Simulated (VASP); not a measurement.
InP (rocksalt type), 2 atoms in the cell. The structure is cubic, space group Fm-3m (No. 225). The conventional cell has a = 5.429 Å, b = 5.429 Å, c = 5.429 Å, α = 90.00°, β = 90.00°, γ = 90.00°. Within 3.6 Å of In (site symmetry m-3m) lie 6 P at 2.71 Å. P (site symmetry m-3m) has 6 In at 2.71 Å within 3.6 Å. 

| Item | Value |
| --- | --- |
| Program | VASP 6.6.1 |
| Task | single point |
| Functional | PBE |
| Potentials or basis | VASP PAW PBE potentials, release 64 (In_d, P) |
| Cutoff | 520 eV |
| k mesh | 14 × 14 × 14 |
| Occupations | fermi-dirac, width 0.08 eV |
| Spin | no spin polarisation |
| Dipole correction | no |
| Further INCAR settings | ALGO = Normal; EDIFF = 1e-06; NBANDS = 16 |

Potentials or basis: VASP PAW PBE potentials, release 64 (In_d, P).

Launch:

```sh
$ cat potpaw_PBE.64/In_d/POTCAR potpaw_PBE.64/P/POTCAR > POTCAR
$ mpirun -np 1 vasp_std > vasp.out
```

Hardware: 1 thread of Intel Xeon 8259CL (shared host).

Problem. Estimate the wall time of this run.

Solution. It took 87 s on 1 thread of Intel Xeon 8259CL, on a shared host, peak memory 0.21 GiB. Counts: scf iterations 13, k points 104.
